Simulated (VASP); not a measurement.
# TiO2 in VASP: further runs, part 2 of 2

VASP 6.6.1.

**4. Single point, PBE**

This run uses another cell than the first one, of 11.00 Å³/atom.

File INCAR:

```
PREC = Accurate ; ENCUT = 520
EDIFF = 1E-6 ; ISMEAR = 0
SIGMA = 0.012 ; LREAL = False
LASPH = True ; NELM = 100
ALGO = Normal ; ISIF = 2
LWAVE = False ; LCHARG = False
GGA = PE ; NBANDS = 46
```

File KPOINTS:

```
regular mesh
0
Gamma
  9 6 4
```

File POSCAR:

```
TiO2
1.0
    2.9682645463      0.0000000000      0.0000000000
    0.0002080834      4.7076067549      0.0000000000
    1.4835696211      0.2423534620      7.0834647979
Ti O
3 6
Direct
    0.0033718700      0.0003888100      0.0007031900
    0.3446402100      0.4802596500      0.3169598700
    0.6617081400      0.5204743600      0.6844963600
    0.4400381600      0.1854376900      0.1285388000
    0.7779263400      0.2977287500      0.4518780700
    0.1012362400      0.3089534200      0.8062432200
    0.9064972100      0.6918369900      0.1951715700
    0.2294071500      0.7030072800      0.5495147300
    0.5680256700      0.8153000600      0.8728271800
```

Potentials or basis: VASP PAW PBE potentials, release 64 (Ti_sv, O).

On the command line:

```sh
> cat potpaw_PBE.64/Ti_sv/POTCAR potpaw_PBE.64/O/POTCAR > POTCAR
> mpirun -np 1 vasp_std > vasp.out
```

OUTCAR:

```text
PREC = Accurate
   ENCUT = 520
   EDIFF = 1E-6
   ISMEAR = 0
   LREAL = False
   LASPH = True
   NELM = 100
   ISIF = 2
   GGA = PE

 ion  position               nearest neighbor table
   1  0.003  0.000  0.001-   9 1.96   4 1.96   4 1.96   9 1.96   7 1.97   6 1.97
   2  0.345  0.480  0.317-   5 1.95   5 1.95   4 1.96   7 1.97   7 1.97   8 1.98
   3  0.662  0.520  0.684-   8 1.95   8 1.95   9 1.96   6 1.97   6 1.97   5 1.98
   4  0.440  0.185  0.129-   1 1.96   2 1.96   1 1.96
[... 1400 lines left out ...]
  Total        2.5583293      2.8168286      2.6869990     -0.0105655     -0.0666480      0.0050246
  in kB       41.4112653     45.5955517     43.4940221     -0.1710213     -1.0788210      0.0813327
  external PRESSURE =      43.5002797 kB  Pullay stress =       0.0000000 kB

 VOLUME and BASIS-vectors are now :
 -----------------------------------------------------------------------------
  energy-cutoff  :      520.00
  volume of cell :       98.98
      direct lattice vectors                 reciprocal lattice vectors
     2.968264546  0.000000000  0.000000000     0.336897195 -0.000014891 -0.070559655
     0.000208083  4.707606755  0.000000000     0.000000000  0.212422161 -0.007267806
     1.483569621  0.242353462  7.083464798     0.000000000  0.000000000  0.141173850

 POSITION                                       TOTAL-FORCE (eV/Angst)
 -----------------------------------------------------------------------------------
      0.01105      0.00200      0.00498         0.000750     -0.001838      0.002247
      1.49332      2.33769      2.24517         0.004593      0.023297      0.057797
      2.97973      2.61608      4.84861         0.001470     -0.019888     -0.061897
      1.49688      0.90412      0.91050        -0.001248      0.006193      0.042630
      2.97955      1.51110      3.20086         0.007144     -0.181565      0.026508
      1.49668      1.64983      5.71100        -0.002782     -0.053192      0.000899
      2.98042      3.30420      1.38249        -0.000764      0.051325     -0.001110
      1.49633      3.44266      3.89247        -0.004090      0.180599     -0.025240
      2.98112      4.04964      6.18264        -0.005073     -0.004930     -0.041835
 -----------------------------------------------------------------------------------
    total drift:                                0.000575     -0.000298      0.000043

  FREE ENERGIE OF THE ION-ELECTRON SYSTEM (eV)
  ---------------------------------------------------
  free  energy   TOTEN  =       -80.2833593694 eV

  energy  without entropy=      -80.2833593694  energy(sigma->0) =      -80.28335937
```

OSZICAR:

```text
N       E                     dE             d eps       ncg     rms          rms(c)
DAV:   1     0.108357149341E+04    0.10836E+04   -0.36399E+04 10120   0.184E+03
DAV:   2     0.991348217833E+02   -0.98444E+03   -0.93774E+03 10532   0.564E+02
DAV:   3    -0.928671916641E+02   -0.19200E+03   -0.18728E+03 13322   0.223E+02
DAV:   4    -0.105476102320E+03   -0.12609E+02   -0.12582E+02 14928   0.610E+01
DAV:   5    -0.106054955602E+03   -0.57885E+00   -0.57857E+00 14576   0.106E+01    0.385E+01
DAV:   6    -0.811742788533E+02    0.24881E+02   -0.16077E+02 13898   0.957E+01    0.150E+01
DAV:   7    -0.806459593301E+02    0.52832E+00   -0.28969E+01 13448   0.346E+01    0.106E+01
DAV:   8    -0.805099914322E+02    0.13597E+00   -0.65010E+00 12220   0.199E+01    0.495E+00
DAV:   9    -0.802727163769E+02    0.23728E+00   -0.16333E+00 13874   0.913E+00    0.135E+00
DAV:  10    -0.802880349916E+02   -0.15319E-01   -0.14035E-01 12852   0.256E+00    0.523E-01
DAV:  11    -0.802833769140E+02    0.46581E-02   -0.19563E-02 13290   0.912E-01    0.153E-01
DAV:  12    -0.802834732052E+02   -0.96291E-04   -0.29352E-03 12012   0.410E-01    0.119E-01
DAV:  13    -0.802833940773E+02    0.79128E-04   -0.23655E-04 14768   0.122E-01    0.788E-02
DAV:  14    -0.802833593885E+02    0.34689E-04   -0.26978E-04 14372   0.104E-01    0.163E-02
DAV:  15    -0.802833572978E+02    0.20907E-05   -0.28718E-05 13542   0.402E-02    0.998E-03
DAV:  16    -0.802833593180E+02   -0.20202E-05   -0.15498E-05 12972   0.312E-02    0.789E-03
DAV:  17    -0.802833593694E+02   -0.51444E-07   -0.23212E-06  8876   0.132E-02
   1 F= -.80283359E+02 E0= -.80283359E+02  d E =-.450078E-37
```

Run time: 8.3 min. Hardware: 1 thread of Intel Xeon Platinum 8259CL at 2.50GHz (Skylake/Cascade Lake), shared host; peak memory 0.46 GiB.

Results:

```yaml
Free_energy: -80.2834 eV
Pressure: 4.4 GPa
Largest_force: 0.184 eV/Å
Band_gap_on_the_k_mesh: 2.24 eV (least direct gap 2.30 eV)
```

Forces in eV/Å, atoms in the order of the input:
```
Ti   0.001 -0.002  0.002
Ti   0.005  0.023  0.058
Ti   0.001 -0.020 -0.062
O   -0.001  0.006  0.043
O    0.007 -0.182  0.027
O   -0.003 -0.053  0.001
O   -0.001  0.051 -0.001
O   -0.004  0.181 -0.025
O   -0.005 -0.005 -0.042
```

Stress tensor (GPa, compression positive):
```
 4.14 -0.02  0.01
-0.02  4.56 -0.11
 0.01 -0.11  4.35
```

Levels at points of the mesh, in eV from the valence-band top:
```tsv
k point	band 34	band 35	band 36	band 37	band 38	band 39
(0.00, 0.00, 0.00)	-0.37	-0.28	-0.06	2.24	2.64	2.78
(0.00, 0.50, 0.00)	-0.93	-0.86	-0.76	2.32	2.68	2.77
(0.00, 0.00, 0.50)	-0.84	-0.29	-0.15	2.38	2.64	2.80
(0.00, 0.50, 0.50)	-0.74	-0.71	-0.27	2.31	2.55	2.65
```

Caveat: the cell stands under pressure; an odd mesh through Γ misses points on the zone boundary, where band edges can lie.

**5. Single point, PBE+U**

This run uses another cell than the first one, of 11.38 Å³/atom.

File INCAR:

```
PREC = Accurate
ENCUT = 520
EDIFF = 1E-6
ISMEAR = -1
SIGMA = 0.05
LREAL = False
LASPH = True
NELM = 150
ALGO = Normal
ISIF = 2
LWAVE = False
LCHARG = False
LMAXMIX = 4
LDAU = True
LDAUTYPE = 2
LDAUL = 2 -1
LDAUU = 3 0
LDAUJ = 0 0
LDAUPRINT = 1
GGA = PE
NBANDS = 46
```

KPOINTS is that of step 4.

File POSCAR:

```
TiO2
1.0
    3.0047218497     -0.0000667989      0.0001255389
    0.0001046974      4.7717903969     -0.0233682507
    1.5020854941      0.2104624621      7.1414017662
Ti O
3 6
Direct
    0.0036346340      0.0003760633      0.0007031096
    0.3459953440      0.4856797923      0.3160980406
    0.6613723232      0.5150719149      0.6853075343
    0.4404482946      0.1866546959      0.1270900745
    0.7795219813      0.3037951052      0.4489433334
    0.1015048593      0.3059885724      0.8049742768
    0.9057732206      0.6947641638      0.1964335975
    0.2277653462      0.6969575937      0.5524646692
    0.5668349869      0.8140991085      0.8743183542
```

Potentials or basis: VASP PAW PBE potentials, release 64 (Ti_sv, O).

On the command line:

```sh
> cat potpaw_PBE.64/Ti_sv/POTCAR potpaw_PBE.64/O/POTCAR > POTCAR
> mpirun -np 1 vasp_std > vasp.out
```

OUTCAR:

```text
PREC = Accurate
   ENCUT = 520
   EDIFF = 1E-6
   ISMEAR = -1
   LREAL = False
   LASPH = True
   NELM = 150
   ISIF = 2
   GGA = PE

 ion  position               nearest neighbor table
   1  0.004  0.000  0.001-   9 1.98   4 1.98   9 1.98   4 1.98   6 2.00   7 2.00
   2  0.346  0.486  0.316-   5 1.97   5 1.97   7 1.99   7 1.99   8 1.99   4 1.99
   3  0.661  0.515  0.685-   8 1.97   8 1.97   6 1.99   6 1.99   5 1.99   9 1.99
   4  0.440  0.187  0.127-   1 1.98   1 1.98   2 1.99
   5  0.780  0.304  0.449-   2 1.97   2 1.97   3 1.99
   6  0.102  0.306  0.805-   3 1.99   3 1.99   1 2.00
   7  0.906  0.695  0.196-   2 1.99   2 1.99   1 2.00
   8  0.228  0.697  0.552-   3 1.97   3 1.97   2 1.99
   9  0.567  0.814  0.874-   1 1.98   1 1.98   3 1.99

  LATTYP: Found a base centered monoclinic cell.
 ALAT       =    14.2888811669
 B/A-ratio  =     0.2102839136
 C/A-ratio  =     0.3339553014
 COS(beta)  =    -0.0245675536

  Lattice vectors:

 A1 = (   1.5026363556,  -0.2105292610,  -7.1412762273)
 A2 = (  -1.5020854941,  -0.2104624621,  -7.1414017662)
 A3 = (   0.0001046974,   4.7717903969,  -0.0233682507)

[... 315 lines left out ...]
 cond. band min:       6.3474496955   @ k =   0.0000   0.0000   0.0000
 fundamental gap:      2.5953634502
 Fermi energy:         4.9070001287

 k-point     1 :       0.0000    0.0000    0.0000
  band No.  band energies     occupation
      1     -53.8538      2.00000
      2     -53.6839      2.00000
      3     -53.6555      2.00000
      4     -30.0737      2.00000
      5     -30.0189      2.00000
      6     -30.0002      2.00000
[... 1165 lines left out ...]
     45       8.1408      0.00000
     46       9.3573      0.00000

 [... further k-points ...]
[... 5 lines left out ...]
  --------------------------------------------------------------------------------------
  -------------------------------------------------------------------------------------
  Total        2.2238145      1.8555915      2.0558810     -0.0002576      0.0532995     -0.0000765
  in kB       34.7921421     29.0312001     32.1647808     -0.0040306      0.8338842     -0.0011973
  external PRESSURE =      31.9960410 kB  Pullay stress =       0.0000000 kB

 VOLUME and BASIS-vectors are now :
 -----------------------------------------------------------------------------
  energy-cutoff  :      520.00
  volume of cell :      102.41
      direct lattice vectors                 reciprocal lattice vectors
     3.004721850 -0.000066799  0.000125539     0.332812424 -0.000350063 -0.069991727
     0.000104697  4.771790397 -0.023368251     0.000004916  0.209534701 -0.006176179
     1.502085494  0.210462462  7.141401766    -0.000005834  0.000685650  0.140009552

 POSITION                                       TOTAL-FORCE (eV/Angst)
 -----------------------------------------------------------------------------------
      0.01198      0.00194      0.00501         0.000156      0.000096      0.000194
      1.51448      2.38407      2.24608        -0.001055      0.002596     -0.069596
      3.01668      2.60200      4.88210        -0.000705     -0.002422      0.069810
      1.51434      0.91740      0.90329         0.000232      0.073554      0.070743
      3.01663      1.54408      3.19908         0.000495     -0.329259      0.024340
      1.51417      1.62952      5.74151         0.000053     -0.068140      0.057077
      3.01673      3.35655      1.38669         0.000520      0.068067     -0.056886
      1.51429      3.44199      3.92911         0.000053      0.329264     -0.024617
      3.01657      4.06868      6.22491         0.000252     -0.073756     -0.071065
 -----------------------------------------------------------------------------------
    total drift:                                0.000730      0.000221      0.000206

  FREE ENERGIE OF THE ION-ELECTRON SYSTEM (eV)
  ---------------------------------------------------
  free  energy   TOTEN  =       -74.3063377110 eV

  energy  without entropy=      -74.3063377110  energy(sigma->0) =      -74.30633771
```

It took 5.4 min on 1 thread of Intel Xeon 6975P-C (Granite Rapids), shared host; peak memory 0.46 GiB.

What came out:

| Quantity | Value |
| --- | --- |
| Free energy | -74.3063 eV |
| Pressure | 3.2 GPa |
| Largest force | 0.330 eV/Å |
| Band gap on the k mesh | 2.60 eV (least direct gap 2.65 eV) |

Forces in eV/Å, atoms in the order of the input:
```
Ti   0.000  0.000  0.000
Ti  -0.001  0.003 -0.070
Ti  -0.001 -0.002  0.070
O    0.000  0.074  0.071
O    0.000 -0.329  0.024
O    0.000 -0.068  0.057
O    0.001  0.068 -0.057
O    0.000  0.329 -0.025
O    0.000 -0.074 -0.071
```

Stress tensor (GPa, compression positive):
```
3.48 0.00 0.00
0.00 2.90 0.08
0.00 0.08 3.22
```

Eigenvalues of the final occupation matrices:
```csv
site,spin,trace,eigenvalues
site 1 d,1,0.80,0.08 0.10 0.10 0.25 0.26
site 1 d,2,0.80,0.08 0.10 0.10 0.25 0.26
site 2 d,1,0.82,0.09 0.10 0.11 0.25 0.27
site 2 d,2,0.82,0.09 0.10 0.11 0.25 0.27
site 3 d,1,0.82,0.09 0.10 0.11 0.25 0.27
site 3 d,2,0.82,0.09 0.10 0.11 0.25 0.27
```

Caveat: the cell stands under pressure; an odd mesh through Γ misses points on the zone boundary, where band edges can lie.

**6. Summary**

```csv
level,U,cell,smearing,gap on the mesh (eV),pressure (GPa),largest force (eV/Å)
PBE,-,"a = 2.979, b = 4.777, c = 7.280 Å, angles 88.6, 78.2, 90.0°, 9 atoms, atomic positions A",fermi-dirac 0.05 eV,2.29,0.7,0.06
RPBE+D4,-,"a = 2.968, b = 4.669, c = 7.263 Å, angles 88.5, 78.2, 90.0°, 9 atoms, atomic positions B",fermi-dirac 0.05 eV,2.28,0.6,0.06
PBE,-,"a = 2.968, b = 4.708, c = 7.241 Å, angles 88.1, 78.2, 90.0°, 9 atoms, atomic positions C",gaussian 0.012 eV,2.24,4.4,0.18
PBE+U,Ti d U = 3.0 eV,"a = 3.005, b = 4.772, c = 7.301 Å, angles 88.6, 78.1, 90.0°, 9 atoms, atomic positions D",fermi-dirac 0.05 eV,2.60,3.2,0.33
```

Alike in all rows: task single point; potentials or basis VASP PAW PBE potentials, release 64 (Ti_sv, O); no spin polarisation; k mesh 9 × 6 × 4; cutoff (eV) 520.

Caveats: an odd mesh through Γ misses points on the zone boundary, where band edges can lie; the cell stands under pressure (at least some runs); the PAW data sets were made with another functional, which shifts forces and pressure a little (at least some runs).

Total energies depend on the potentials used, so only differences within one code and one set of settings carry meaning.
